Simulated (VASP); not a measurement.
# Fe (Fd-3m) in VASP: a series of runs, part 2 of 2

VASP 6.6.1. Earlier steps stand in the parts before.

## 3. Relaxation of cell and atoms, LDA, collinear spin, antiferromagnetic start

This run uses another cell than the first one, of 15.90 Å³/atom.

The input, INCAR:

```
SYSTEM = Fe
PREC = Accurate ; ENCUT = 690
EDIFF = 1E-7 ; ISMEAR = -1
SIGMA = 0.05 ; LREAL = .False.
LASPH = .True. ; NELM = 200
ALGO = Normal ; ISIF = 3
LWAVE = .False. ; LCHARG = .False.
ISPIN = 2 ; MAGMOM = 2.5 -2.5
LORBIT = 11 ; LMAXMIX = 4
IBRION = 2 ; NSW = 80
EDIFFG = -0.01 ; GGA_COMPAT = .False.
NELMIN = 4
```

The input, KPOINTS:

```
Automatic mesh
0
Gamma
  11 11 11
  0 0 0
```

The input, POSCAR:

```
Fe
1.0
    0.0000000000      2.5145090540      2.5145090540
    2.5145090540      0.0000000000      2.5145090540
    2.5145090540      2.5145090540      0.0000000000
Fe
2
Direct
    0.1250000000      0.1250000000      0.1250000000
    0.8750000000      0.8750000000      0.8750000000
```

Potentials or basis: VASP PAW LDA potentials, release 64 (Fe_sv).

Command:

```
$ cat potpaw_LDA.64/Fe_sv/POTCAR > POTCAR
$ mpirun -np 1 vasp_std > vasp.out
```

OUTCAR:

```text
SYSTEM = Fe
   PREC = Accurate
   ENCUT = 690
   EDIFF = 1E-7
   ISMEAR = -1
   LREAL = .False.
   LASPH = .True.
   NELM = 200
   ISIF = 3
   ISPIN = 2
   LORBIT = 11
   IBRION = 2
   NSW = 80
   EDIFFG = -0.01
   NELMIN = 4

 ion  position               nearest neighbor table
   1  0.125  0.125  0.125-   2 2.18   2 2.18   2 2.18   2 2.18
   2  0.875  0.875  0.875-   1 2.18   1 2.18   1 2.18   1 2.18

  LATTYP: Found a face centered cubic cell.
 ALAT       =     5.0290181080

  Lattice vectors:

 A1 = (   0.0000000000,   2.5145090540,   2.5145090540)
 A2 = (   2.5145090540,   0.0000000000,   2.5145090540)
 A3 = (   2.5145090540,   2.5145090540,   0.0000000000)

Analysis of symmetry for initial positions (statically):
=====================================================================
 Subroutine PRICEL returns:
 Original cell was already a primitive cell.

 Routine SETGRP: Setting up the symmetry group for a
 face centered cubic supercell.

 Subroutine GETGRP returns: Found 48 space group operations
 (whereof 12 operations were pure point group operations)
 out of a pool of 48 trial point group operations.

The static configuration has the point symmetry D_3d.
 The point group associated with its full space group is O_h .

Analysis of symmetry for dynamics (positions and initial velocities):
=====================================================================
 Subroutine PRICEL returns:
 Original cell was already a primitive cell.

 Routine SETGRP: Setting up the symmetry group for a
 face centered cubic supercell.

 Subroutine GETGRP returns: Found 48 space group operations
 (whereof 12 operations were pure point group operations)
 out of a pool of 48 trial point group operations.

The dynamic configuration has the point symmetry D_3d.
 The point group associated with its full space group is O_h .

Analysis of structural, dynamic, and magnetic symmetry:
=====================================================================
 Subroutine PRICEL returns:
[... 149 lines left out ...]

 number of electron      31.9999980 magnetization       0.0000000

 number of electron      31.9999980 magnetization      -0.0000000

 Free energy of the ion-electron system (eV)
  ---------------------------------------------------
  ext. energy  EPLUGINS =         0.00000000
  ---------------------------------------------------
  free energy    TOTEN  =       -15.96718819 eV

  energy without entropy =      -15.94287774  energy(sigma->0) =      -15.95503296

------------------------ aborting loop because EDIFF is reached ----------------------------------------

  FORCE on cell =-STRESS in cart. coord.  units (eV):
  Direction    XX          YY          ZZ          XY          YZ          ZX
  --------------------------------------------------------------------------------------
  -------------------------------------------------------------------------------------
  Total       -4.5031117     -4.5031117     -4.5031117      0.0000000      0.0000000      0.0000000
  in kB     -226.8995802   -226.8995802   -226.8995802      0.0000000      0.0000000      0.0000000
  external PRESSURE =    -226.8995802 kB  Pullay stress =       0.0000000 kB
[... 25 lines left out ...]
 number of electron      31.9999995 magnetization       0.0000000

 number of electron      31.9999995 magnetization      -0.0000000

 E-fermi :  11.8836     XC(G=0): -13.8110

 val. band max:       11.8786293473   @ k =   0.4545   0.2727   0.0909
 cond. band min:      11.8855236311   @ k =   0.4545   0.3636   0.0909
 fundamental gap:      0.0068942838
 Fermi energy:        11.8835788494

 spin component 1

 k-point     1 :       0.0000    0.0000    0.0000
  band No.  band energies     occupation
      1     -74.8142      1.00000
      2     -73.8508      1.00000
      3     -41.6033      1.00000
      4     -41.6033      1.00000
      5     -41.6033      1.00000
      6     -40.4320      1.00000
[... 1288 lines left out ...]
 number of electron      31.9999988 magnetization      -0.0000000

 number of electron      31.9999988 magnetization       0.0000000

 Free energy of the ion-electron system (eV)
  ---------------------------------------------------
  ext. energy  EPLUGINS =         0.00000000
  ---------------------------------------------------
  free energy    TOTEN  =       -16.37144798 eV

  energy without entropy =      -16.35153739  energy(sigma->0) =      -16.36149268

 E-fermi :   9.1499     XC(G=0): -12.7670

 val. band max:        9.1458830404   @ k =   0.4545   0.2727   0.0909
 cond. band min:       9.1525496266   @ k =   0.2727   0.1818   0.0000
 fundamental gap:      0.0066665862
 Fermi energy:         9.1498715430

 spin component 1

 k-point     1 :       0.0000    0.0000    0.0000
  band No.  band energies     occupation
      1     -77.1254      1.00000
      2     -76.5900      1.00000
      3     -43.8720      1.00000
      4     -43.8720      1.00000
      5     -43.8720      1.00000
      6     -43.1280      1.00000
[... 1128 lines left out ...]
  FREE ENERGIE OF THE ION-ELECTRON SYSTEM (eV)
  ---------------------------------------------------
  free  energy   TOTEN  =       -16.3714479778 eV

  energy  without entropy=      -16.3515373905  energy(sigma->0) =      -16.36149268

 reached required accuracy - stopping structural energy minimisation

 total charge

# of ion       s       p       d       tot
------------------------------------------
    1        2.252   6.024   5.703  13.979
    2        2.252   6.024   5.703  13.979
--------------------------------------------------
tot          4.503  12.049  11.406  27.959

 magnetization (x)

# of ion       s       p       d       tot
------------------------------------------
    1       -0.000   0.000  -0.000  -0.000
    2        0.000  -0.000   0.000   0.000
--------------------------------------------------
tot          0.000   0.000   0.000   0.000
```

OSZICAR:

```text
N       E                     dE             d eps       ncg     rms          rms(c)
DAV:   1     0.746074398276E+03    0.74607E+03   -0.23690E+04  4480   0.290E+03
DAV:   2     0.504541421186E+02   -0.69562E+03   -0.68206E+03  4480   0.944E+02
[... 76 lines left out ...]
DAV:   1    -0.163816956792E+02   -0.10376E-01   -0.20410E-01  5048   0.115E+01    0.948E-01
DAV:   2    -0.163740002297E+02    0.76954E-02   -0.10951E-01  5256   0.662E+00    0.414E-01
DAV:   3    -0.163715351803E+02    0.24650E-02   -0.12599E-02  5244   0.230E+00    0.861E-02
DAV:   4    -0.163714669694E+02    0.68211E-04   -0.62292E-04  6392   0.290E-01    0.358E-02
DAV:   5    -0.163714478096E+02    0.19160E-04   -0.99907E-05  5392   0.188E-01    0.509E-03
DAV:   6    -0.163714479604E+02   -0.15077E-06   -0.31968E-06  5364   0.307E-02    0.756E-04
DAV:   7    -0.163714479778E+02   -0.17395E-07   -0.13084E-07  3288   0.512E-03
   7 F= -.16371448E+02 E0= -.16361493E+02  d E =-.764062E-04  mag=    -0.0000
```

Wall time 4 min (1 thread of Intel Xeon 6975P-C (Granite Rapids), shared host); peak memory 0.21 GiB.

Results:

| Item | Value |
| --- | --- |
| Free energy | -16.3714 eV |
| Relaxed volume | 13.42 Å³/atom |
| Relaxed cell | a = 3.361 Å, b = 3.361 Å, c = 3.361 Å, α = 60.00°, β = 60.00°, γ = 60.00° |
| Space group after relaxing (to 0.1 Å) | Fd-3m (No. 227) |
| Energy gained by relaxing | 202.1 meV/atom |
| Ionic steps | 7 |
| Pressure after relaxing | 0.0 GPa |
| Band gap on the k mesh | zero (filled and empty bands overlap) |
| Net moment | 0.00 μB per cell |
| Valence electrons inside the program's atomic spheres | Fe 13.98 |

Step by step:
```
step  energy change (eV)  largest force (eV/Å)  pressure (GPa)  volume (Å³)
   1              0.0000                0.0000          -22.69        31.80
   2              0.1634                0.0000           49.12        22.52
   3             -0.4036                0.0000           -1.17        27.02
   4             -0.4042                0.0000           -0.19        26.88
   5             -0.4042                0.0000            0.46        26.79
   6             -0.4041                0.0000           -0.52        26.93
   7             -0.4043                0.0000            0.05        26.85
```

Final structure:
```
Fe
1.0
     0.00000    2.37664    2.37664
     2.37664    0.00000    2.37664
     2.37664    2.37664    0.00000
Fe
2
Direct
  0.12500 0.12500 0.12500
  0.87500 0.87500 0.87500
```

Caveat: the volume moved by over 15 % at a fixed basis, so the end points are rough; the moments typed at the start vanished in this run.

The gap in the log of VASP goes by the Fermi energy; the results here count the filled bands.